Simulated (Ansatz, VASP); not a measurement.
HfH3 in VASP and in Ansatz

```
Hf H
1.0
     2.36092    4.08923    0.00000
    -2.36092    4.08923    0.00000
     0.00000   -2.72615    4.18250
Hf H
2 6
Direct
  0.00000 0.00000 0.00000
  0.50000 0.50000 0.50000
  0.87800 0.62200 0.75000
  0.25000 0.87800 0.75000
  0.62200 0.25000 0.75000
  0.12200 0.37800 0.25000
  0.75000 0.12200 0.25000
  0.37800 0.75000 0.25000
```

Alike in both runs: task relaxation of cell and atoms; functional PBEsol; k mesh 5 × 5 × 5; occupations gaussian, width 0.0868 eV; no spin polarisation.

|  | VASP | Ansatz |
| --- | --- | --- |
| version | VASP 6.6.1 | Ansatz 0.2.0 |
| potentials or method | VASP PAW PBE potentials, release 64 (Hf_pv, H), cutoff 600 eV | PAW plane waves |
| valence electrons in the cell | 26 | 58 |

|  | VASP | Ansatz | Ansatz less VASP |
| --- | --- | --- | --- |
| gap on the k mesh at the Fermi level, each at its own relaxed structure (eV) | none | none | - |
| relaxed volume (Å³/atom) | 8.29 | 8.33 | +0.037 |
| relaxed length of the cell vector where the two differ most in proportion (Å) | 5.592 | 5.605 | +0.0125 |

VASP's potentials were made for PBE, not for PBEsol. A gap of «none» marks a metal or a gap that the smearing closes. VASP's potentials hold 26 valence electrons a cell and Ansatz's 58, so a difference there can come from the potentials and not from the codes. Ansatz's warnings: structure snapped to symmetry.

Spin-orbit coupling is off throughout. Noted on VASP's run: the volume moved by over 15 % at a fixed basis, so the end points are rough.
